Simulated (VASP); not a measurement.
# HfC (Fm-3m) in VASP: notebook

The runs below take HfC through electric field gradients, with PBE.

All numbers are computed with VASP 6.6.1; they aren't measurements. Logs are shortened: lines on timing, memory, paths and dates and some standing lists are left out, and cuts for length are marked.

### 1 The cell of the first run

Symmetry: Fm-3m, No. 225, cubic system. The conventional cell has a = 4.556 Å, b = 4.556 Å, c = 4.556 Å, α = 90.00°, β = 90.00°, γ = 90.00°. Within 3.0 Å of Hf (site symmetry m-3m) lie 6 C at 2.28 Å. C (site symmetry m-3m) has 6 Hf at 2.28 Å within 3.0 Å.

### 2 Electric field gradients, PBE (volume scaled by 0.9405)

File INCAR:

```
ALGO     = Normal         # electronic algorithm
EDIFF    = 1E-8           # SCF threshold, eV
ENCUT    = 520            # plane-wave cutoff, eV
GGA      = PE             # functional
ISIF     = 2              # what is computed and relaxed
ISMEAR   = -1             # smearing method
LASPH    = T              # aspherical terms in the spheres
LCHARG   = F              # write CHGCAR
LEFG     = T            
LREAL    = F              # projectors in reciprocal space
LWAVE    = F              # write WAVECAR
NBANDS   = 14             # bands
NELM     = 80             # most SCF steps
PREC     = Accurate       # precision mode
SIGMA    = 0.05           # smearing width, eV
```

File KPOINTS:

```
k-points
0
Gamma
  12 12 12
```

File POSCAR:

```
HfC
1.0
    0.0000000000      2.2779414499      2.2779414499
    2.2779414499      0.0000000000      2.2779414499
    2.2779414499      2.2779414499      0.0000000000
Hf C
1 1
Direct
    0.5000000000      0.5000000000      0.5000000000
    0.0000000000      0.0000000000      0.0000000000
```

Potentials or basis: VASP PAW PBE potentials, release 64 (Hf_pv, C).

Launch:

```
cat potpaw_PBE.64/Hf_pv/POTCAR potpaw_PBE.64/C/POTCAR > POTCAR
mpirun -np 1 vasp_std > vasp.out
```

OUTCAR:

```text
EDIFF = 1E-8
   ENCUT = 520
   GGA = PE
   ISIF = 2
   ISMEAR = -1
   LASPH = T
   LREAL = F
   NELM = 80
   PREC = Accurate

 ion  position               nearest neighbor table
   1  0.500  0.500  0.500-   2 2.28   2 2.28   2 2.28   2 2.28   2 2.28   2 2.28
   2  0.000  0.000  0.000-   1 2.28   1 2.28   1 2.28   1 2.28   1 2.28   1 2.28

  LATTYP: Found a face centered cubic cell.
 ALAT       =     4.5558828998

  Lattice vectors:

 A1 = (   0.0000000000,   2.2779414499,   2.2779414499)
 A2 = (   2.2779414499,   0.0000000000,   2.2779414499)
 A3 = (   2.2779414499,   2.2779414499,   0.0000000000)

Analysis of symmetry for initial positions (statically):
=====================================================================
 Subroutine PRICEL returns:
 Original cell was already a primitive cell.

 Routine SETGRP: Setting up the symmetry group for a
 face centered cubic supercell.

 Subroutine GETGRP returns: Found 48 space group operations
 (whereof 48 operations were pure point group operations)
 out of a pool of 48 trial point group operations.

The static configuration has the point symmetry O_h .

Analysis of symmetry for dynamics (positions and initial velocities):
=====================================================================
 Subroutine PRICEL returns:
 Original cell was already a primitive cell.

 Routine SETGRP: Setting up the symmetry group for a
 face centered cubic supercell.

 Subroutine GETGRP returns: Found 48 space group operations
 (whereof 48 operations were pure point group operations)
 out of a pool of 48 trial point group operations.

The dynamic configuration has the point symmetry O_h .

 Subroutine INISYM returns: Found 48 space group operations
 (whereof 48 operations are pure point group operations),
 and found     1 'primitive' translations

----------------------------------------------------------------------------------------

                                     Primitive cell

  volume of cell :      23.6406

  direct lattice vectors                    reciprocal lattice vectors
     0.000000000  2.277941450  2.277941450    -0.219496423  0.219496423  0.219496423
     2.277941450  0.000000000  2.277941450     0.219496423 -0.219496423  0.219496423
     2.277941450  2.277941450  0.000000000     0.219496423  0.219496423 -0.219496423

  length of vectors
     3.221495693  3.221495693  3.221495693     0.380178957  0.380178957  0.380178957

  position of ions in fractional coordinates (direct lattice)
     0.500000000  0.500000000  0.500000000
     0.000000000  0.000000000  0.000000000

  ion indices of the primitive-cell ions
   primitive index   ion index
                 1           1
                 2           2

----------------------------------------------------------------------------------------

 KPOINTS: k-points

Automatic generation of k-mesh.
 Grid dimensions read from file:
 generate k-points for:   12   12   12

 Generating k-lattice:

  Cartesian coordinates                     Fractional coordinates (reciprocal lattice)
    -0.018291369  0.018291369  0.018291369     0.083333333  0.000000000  0.000000000
     0.018291369 -0.018291369  0.018291369     0.000000000  0.083333333  0.000000000
     0.018291369  0.018291369 -0.018291369     0.000000000  0.000000000  0.083333333

  Length of vectors
     0.031681580  0.031681580  0.031681580

  Shift w.r.t. Gamma in fractional coordinates (k-lattice)
     0.000000000  0.000000000  0.000000000

 Subroutine IBZKPT returns following result:
 ===========================================

 Found     72 irreducible k-points:

 Following reciprocal coordinates:
            Coordinates               Weight
  0.000000  0.000000  0.000000      1.000000
  0.083333  0.000000  0.000000      8.000000
  0.166667  0.000000  0.000000      8.000000
  0.250000  0.000000  0.000000      8.000000
  0.333333  0.000000  0.000000      8.000000
  0.416667  0.000000  0.000000      8.000000
[... 16 lines left out ...]
  0.500000  0.166667  0.000000     24.000000
 -0.416667  0.166667  0.000000     24.000000
 [... further k-points ...]
   k-points           NKPTS =     72   k-points in BZ     NKDIM =     72   number of bands    NBANDS=     14
   number of dos      NEDOS =    301   number of ions     NIONS =      2
   total plane-waves  NPLWV =  13824
   dimension x,y,z NGX =    24 NGY =   24 NGZ =   24
   dimension x,y,z NGXF=    48 NGYF=   48 NGZF=   48
   ions per type =               1   1
   NGX,Y,Z   is equivalent  to a cutoff of  12.39, 12.39, 12.39 a.u.
   NGXF,Y,Z  is equivalent  to a cutoff of  24.77, 24.77, 24.77 a.u.
 SYSTEM =  unknown system
   PREC   = accura    normal or accurate (medium, high low for compatibility)
   ISTART =      0    job   : 0-new  1-cont  2-samecut
   ICHARG =      2    charge: 1-file 2-atom 10-const
   ISPIN  =      1    spin polarized calculation?
   LNONCOLLINEAR =      F non collinear calculations
   LSORBIT =      F    spin-orbit coupling
   LASPH  =      T    aspherical Exc in radial PAW
   ENCUT  =  520.0 eV  38.22 Ry    6.18 a.u.   5.99  5.99  5.99*2*pi/ulx,y,z
   NELM   =     80;   NELMIN=  2; NELMDL= -5     # of ELM steps
   EDIFF  = 0.1E-07   stopping-criterion for ELM
   LREAL  =      F    real-space projection
   EDIFFG = 0.1E-06   stopping-criterion for IOM
   NSW    =      0    number of steps for IOM
   IBRION =     -1    ionic relax: 0-MD 1-quasi-New 2-CG
   NFREE  =      0    steps in history (QN), initial steepest desc. (CG)
   ISIF   =      2    stress and relaxation
   ISYM   =      2    0-nonsym 1-usesym 2-fastsym
   POTIM  = 0.5000    time-step for ionic-motion
   TEBEG  =    0.0;   TEEND  =   0.0 temperature during run
   PSTRESS=    0.0 pullay stress
   NELECT =      14.0000    total number of electrons
   NUPDOWN=      -1.0000    fix difference up-down
   EMIN   =  10.00;   EMAX   =-10.00  energy-range for DOS
   EFERMI =   0.00;   METHOD = LEGACY
   ISMEAR =    -1;   SIGMA  =   0.05  broadening in eV -4-tet -1-fermi 0-gaus
   EFERMI_NEDOS =   21; number of points for ismear=-14 and -15
   IALGO  =     38    algorithm
   IMIX   =      4    mixing-type and parameters
     AMIX     =   0.40;   BMIX     =  1.00
     AMIX_MAG =   1.60;   BMIX_MAG =  1.00
  volume/ion in A,a.u.               =      11.82        79.77
  Fermi-wavevector in a.u.,A,eV,Ry     =   1.374775  2.597948 25.715096  1.890006
  Thomas-Fermi vector in A             =   2.500171
   LORBIT       =      0    0 simple, 1 ext, 2 COOP (PROOUT), +10 PAW based schemes
   GGA     = PE    functional components
   LHFCALC =     F    Hartree Fock is set to
   AEXX    =    0.0000 exact exchange contribution
   IVDW    =     0    specifies the selected vdW correction
   LEPSILON=     F    determine dielectric tensor
   LRPA    =     F    only Hartree local field effects (RPA)
 non-spin polarized calculation
  energy-cutoff  :      520.00
  volume of cell :       23.64
 maximum number of plane-waves:       650
   NGX = 11   NGY = 11   NGZ = 11

 number of electron      14.0000000 magnetization

 Free energy of the ion-electron system (eV)
  ---------------------------------------------------
  ext. energy  EPLUGINS =         0.00000000
  ---------------------------------------------------
  free energy    TOTEN  =       -20.97722098 eV

  energy without entropy =      -20.97483954  energy(sigma->0) =      -20.97603026

 E-fermi :   6.4649     XC(G=0): -12.5916

 val. band max:        6.4075739472   @ k =   0.5000   0.5000   0.0000
 cond. band min:       6.5150221027   @ k =   0.4167   0.3333   0.0000
 fundamental gap:      0.1074481555
 Fermi energy:         6.4648959348

 k-point     1 :       0.0000    0.0000    0.0000
  band No.  band energies     occupation
      1     -22.8376      2.00000
      2     -22.8376      2.00000
      3     -22.8376      2.00000
      4      -6.1847      2.00000
      5       7.4685      0.00000
      6       7.4685      0.00000
      7       7.4685      0.00000
      8       7.8409      0.00000
      9       7.8409      0.00000
     10       7.8409      0.00000
     11      10.0178      0.00000
     12      10.0178      0.00000
     13      14.0074      0.00000
     14      17.6149      0.00000
[... 377 lines left out ...]
      1     -23.6030      2.00000
      2     -23.0775      2.00000
      3     -22.9526      2.00000
      4      -2.5586      2.00000
      5       0.7768      2.00000
      6       3.5278      2.00000
      7       3.5569      2.00000
      8      10.8959      0.00000
      9      11.7761      0.00000
     10      11.9816      0.00000
     11      15.6346      0.00000
     12      17.1417      0.00000
     13      18.1307      0.00000
     14      20.4830      0.00000

 [... further k-points ...]

------------------------ aborting loop because EDIFF is reached ----------------------------------------

  FORCE on cell =-STRESS in cart. coord.  units (eV):
  Direction    XX          YY          ZZ          XY          YZ          ZX
  --------------------------------------------------------------------------------------
  -------------------------------------------------------------------------------------
  Total        2.3789292      2.3789292      2.3789292     -0.0000000     -0.0000000     -0.0000000
  in kB      161.2257592    161.2257592    161.2257592     -0.0000000     -0.0000000     -0.0000000
  external PRESSURE =     161.2257592 kB  Pullay stress =       0.0000000 kB

 VOLUME and BASIS-vectors are now :
 -----------------------------------------------------------------------------
  energy-cutoff  :      520.00
  volume of cell :       23.64
      direct lattice vectors                 reciprocal lattice vectors
     0.000000000  2.277941450  2.277941450    -0.219496423  0.219496423  0.219496423
     2.277941450  0.000000000  2.277941450     0.219496423 -0.219496423  0.219496423
     2.277941450  2.277941450  0.000000000     0.219496423  0.219496423 -0.219496423

 POSITION                                       TOTAL-FORCE (eV/Angst)
 -----------------------------------------------------------------------------------
      2.27794      2.27794      2.27794         0.000000      0.000000      0.000000
      0.00000      0.00000      0.00000         0.000000      0.000000      0.000000
 -----------------------------------------------------------------------------------
    total drift:                                0.000000     -0.000000      0.000000

  FREE ENERGIE OF THE ION-ELECTRON SYSTEM (eV)
  ---------------------------------------------------
  free  energy   TOTEN  =       -20.9772209829 eV

  energy  without entropy=      -20.9748395421  energy(sigma->0) =      -20.97603026

 Electric field gradients (V/A^2)
---------------------------------------------------------------------
 ion       V_xx      V_yy      V_zz      V_xy      V_xz      V_yz
---------------------------------------------------------------------
   1       0.000    -0.000    -0.000    -0.000    -0.000    -0.000
   2      -0.000     0.000    -0.000     0.000     0.000     0.000
---------------------------------------------------------------------

 Electric field gradients after diagonalization (V/A^2)
 (convention: |V_zz| > |V_xx| > |V_yy|)
----------------------------------------------------------------------
 ion       V_xx      V_yy      V_zz     asymmetry (V_yy - V_xx)/ V_zz
----------------------------------------------------------------------
   1       0.000     0.000    -0.001       0.000
   2      -0.000    -0.000     0.001       0.000
----------------------------------------------------------------------

           NMR quadrupolar parameters

 Cq : quadrupolar parameter    Cq=e*Q*V_zz/h
 eta: asymmetry parameters     (V_yy - V_xx)/ V_zz
 Q  : nuclear electric quadrupole moment in mb (millibarn)
----------------------------------------------------------------------
 ion       Cq(MHz)       eta       Q (mb)
----------------------------------------------------------------------
   1      -0.000       0.000       1.000
   2       0.000       0.000       1.000
----------------------------------------------------------------------
```

It took 14 s on 1 thread of Intel Xeon Platinum 8375C at 2.90GHz (Ice Lake), shared host; peak memory 0.15 GiB.

What came out:

```
Free energy            : -20.9772 eV
Pressure               : 16.1 GPa
Band gap on the k mesh : zero (band 7 reaches 7.47 eV, above the bottom of band 8 at 6.00 eV)
```

Levels at points of the mesh, in eV from the Fermi level:
| k point | band 4 | band 5 | band 6 | band 7 | band 8 | band 9 | band 10 | band 11 |
| --- | --- | --- | --- | --- | --- | --- | --- | --- |
| (0.00, 0.00, 0.00) | -12.65 | 1.00 | 1.00 | 1.00 | 1.38 | 1.38 | 1.38 | 3.55 |
| (0.50, 0.00, 0.00) | -8.53 | -6.45 | -3.23 | -3.23 | 5.65 | 5.65 | 6.15 | 6.83 |
| (0.50, 0.50, 0.00) | -10.73 | -2.54 | -2.02 | -0.06 | -0.06 | 5.65 | 7.21 | 7.21 |

Caveat: without QUAD_EFG the Cq values of the log hold for a quadrupole moment of 1 mb, not for the nuclei; spin-orbit coupling is left out, which moves the levels of the heavy elements.

### 3 Electric field gradients, PBE (volume scaled by 0.97)

File INCAR:

```
  PREC = Accurate
  ENCUT = 520
  EDIFF = 1E-8
  ISMEAR = -1
  SIGMA = 0.05
  LREAL = F
  LASPH = T
  NELM = 100
  ALGO = Normal
  ISIF = 2
  LWAVE = F
  LCHARG = F
  GGA = PE
  LEFG = T
  NBANDS = 14
```

File KPOINTS:

```
regular mesh
0
Gamma
  12 12 12
```

File POSCAR:

```
HfC
1.0
    0.0000000000      2.3015135457      2.3015135457
    2.3015135457      0.0000000000      2.3015135457
    2.3015135457      2.3015135457      0.0000000000
Hf C
1 1
Direct
    0.5000000000      0.5000000000      0.5000000000
    0.0000000000      0.0000000000      0.0000000000
```

Potentials or basis: VASP PAW PBE potentials, release 64 (Hf_pv, C).

Launch:

```
cat potpaw_PBE.64/Hf_pv/POTCAR potpaw_PBE.64/C/POTCAR > POTCAR
mpirun -np 1 vasp_std > vasp.out
```

OUTCAR:

```text
PREC = Accurate
   ENCUT = 520
   EDIFF = 1E-8
   ISMEAR = -1
   LREAL = F
   LASPH = T
   NELM = 100
   ISIF = 2
   GGA = PE

 ion  position               nearest neighbor table
   1  0.500  0.500  0.500-   2 2.30   2 2.30   2 2.30   2 2.30   2 2.30   2 2.30
   2  0.000  0.000  0.000-   1 2.30   1 2.30   1 2.30   1 2.30   1 2.30   1 2.30

  LATTYP: Found a face centered cubic cell.
 ALAT       =     4.6030270914

  Lattice vectors:

 A1 = (   0.0000000000,   2.3015135457,   2.3015135457)
 A2 = (   2.3015135457,   0.0000000000,   2.3015135457)
 A3 = (   2.3015135457,   2.3015135457,   0.0000000000)

Analysis of symmetry for initial positions (statically):
=====================================================================
 Subroutine PRICEL returns:
 Original cell was already a primitive cell.

 Routine SETGRP: Setting up the symmetry group for a
 face centered cubic supercell.

 Subroutine GETGRP returns: Found 48 space group operations
[... 594 lines left out ...]
  volume of cell :       24.38
      direct lattice vectors                 reciprocal lattice vectors
     0.000000000  2.301513546  2.301513546    -0.217248341  0.217248341  0.217248341
     2.301513546  0.000000000  2.301513546     0.217248341 -0.217248341  0.217248341
     2.301513546  2.301513546  0.000000000     0.217248341  0.217248341 -0.217248341

 POSITION                                       TOTAL-FORCE (eV/Angst)
 -----------------------------------------------------------------------------------
      2.30151      2.30151      2.30151         0.000000      0.000000      0.000000
      0.00000      0.00000      0.00000         0.000000     -0.000000      0.000000
 -----------------------------------------------------------------------------------
    total drift:                                0.000000     -0.000000      0.000000

  FREE ENERGIE OF THE ION-ELECTRON SYSTEM (eV)
  ---------------------------------------------------
  free  energy   TOTEN  =       -21.0311277583 eV

  energy  without entropy=      -21.0288735051  energy(sigma->0) =      -21.03000063

 Electric field gradients (V/A^2)
---------------------------------------------------------------------
 ion       V_xx      V_yy      V_zz      V_xy      V_xz      V_yz
---------------------------------------------------------------------
   1       0.000    -0.000     0.000    -0.000    -0.000    -0.000
   2      -0.000    -0.000     0.000     0.000     0.000     0.000
---------------------------------------------------------------------

 Electric field gradients after diagonalization (V/A^2)
 (convention: |V_zz| > |V_xx| > |V_yy|)
----------------------------------------------------------------------
 ion       V_xx      V_yy      V_zz     asymmetry (V_yy - V_xx)/ V_zz
----------------------------------------------------------------------
   1       0.000     0.000    -0.000       0.000
   2      -0.000    -0.000     0.001       0.000
----------------------------------------------------------------------

           NMR quadrupolar parameters

 Cq : quadrupolar parameter    Cq=e*Q*V_zz/h
 eta: asymmetry parameters     (V_yy - V_xx)/ V_zz
 Q  : nuclear electric quadrupole moment in mb (millibarn)
----------------------------------------------------------------------
 ion       Cq(MHz)       eta       Q (mb)
----------------------------------------------------------------------
   1      -0.000       0.000       1.000
   2       0.000       0.000       1.000
----------------------------------------------------------------------
```

OSZICAR:

```text
N       E                     dE             d eps       ncg     rms          rms(c)
DAV:   1     0.241867223497E+02    0.24187E+02   -0.77446E+03  2024   0.988E+02
DAV:   2    -0.226799788855E+02   -0.46867E+02   -0.44333E+02  2608   0.205E+02
DAV:   3    -0.241717429709E+02   -0.14918E+01   -0.14873E+01  2376   0.266E+01
DAV:   4    -0.241780561173E+02   -0.63131E-02   -0.63128E-02  2426   0.213E+00
DAV:   5    -0.241780961273E+02   -0.40010E-04   -0.40010E-04  2346   0.151E-01    0.601E+01
DAV:   6    -0.210875321086E+02    0.30906E+01   -0.11768E+01  2184   0.182E+01    0.429E+01
DAV:   7    -0.210444563472E+02    0.43076E-01   -0.52393E-01  2526   0.513E+00    0.250E+01
DAV:   8    -0.210366872403E+02    0.77691E-02   -0.60311E-02  2394   0.196E+00    0.578E+00
DAV:   9    -0.210313821638E+02    0.53051E-02   -0.19521E-02  2322   0.806E-01    0.203E+00
DAV:  10    -0.210311334408E+02    0.24872E-03   -0.11481E-03  2484   0.257E-01    0.480E-02
DAV:  11    -0.210311283114E+02    0.51294E-05   -0.68862E-05  2346   0.680E-02    0.255E-02
DAV:  12    -0.210311279356E+02    0.37579E-06   -0.20319E-06  2546   0.128E-02    0.111E-02
DAV:  13    -0.210311277658E+02    0.16986E-06   -0.18004E-07  2364   0.307E-03    0.372E-03
DAV:  14    -0.210311277528E+02    0.12909E-07   -0.47256E-09  1712   0.549E-04    0.118E-03
DAV:  15    -0.210311277583E+02   -0.54629E-08   -0.93008E-10  1374   0.262E-04
   1 F= -.21031128E+02 E0= -.21030001E+02  d E =-.225425E-02
```

Run time: 14 s. Hardware: 1 thread of Intel Xeon Platinum 8375C at 2.90GHz (Ice Lake), shared host; peak memory 0.15 GiB.

What came out:

| Item | Value |
| --- | --- |
| Free energy | -21.0311 eV |
| Pressure | 7.3 GPa |
| Band gap on the k mesh | zero (band 7 reaches 7.21 eV, above the bottom of band 8 at 5.76 eV) |

Levels at points of the mesh, in eV from the Fermi level:
| k point | band 3 | band 4 | band 5 | band 6 | band 7 | band 8 | band 9 | band 10 | band 11 | band 12 |
| --- | --- | --- | --- | --- | --- | --- | --- | --- | --- | --- |
| (0.00, 0.00, 0.00) | -29.44 | -12.48 | 1.00 | 1.00 | 1.00 | 1.38 | 1.38 | 1.38 | 3.47 | 3.47 |
| (0.50, 0.00, 0.00) | -29.52 | -8.56 | -6.30 | -3.11 | -3.11 | 5.47 | 5.47 | 5.96 | 6.68 | 11.77 |
| (0.50, 0.50, 0.00) | -29.70 | -10.57 | -2.57 | -1.90 | -0.08 | -0.08 | 5.47 | 6.96 | 6.96 | 8.80 |

Caveat: without QUAD_EFG the Cq values of the log hold for a quadrupole moment of 1 mb, not for the nuclei; spin-orbit coupling is left out, which moves the levels of the heavy elements.
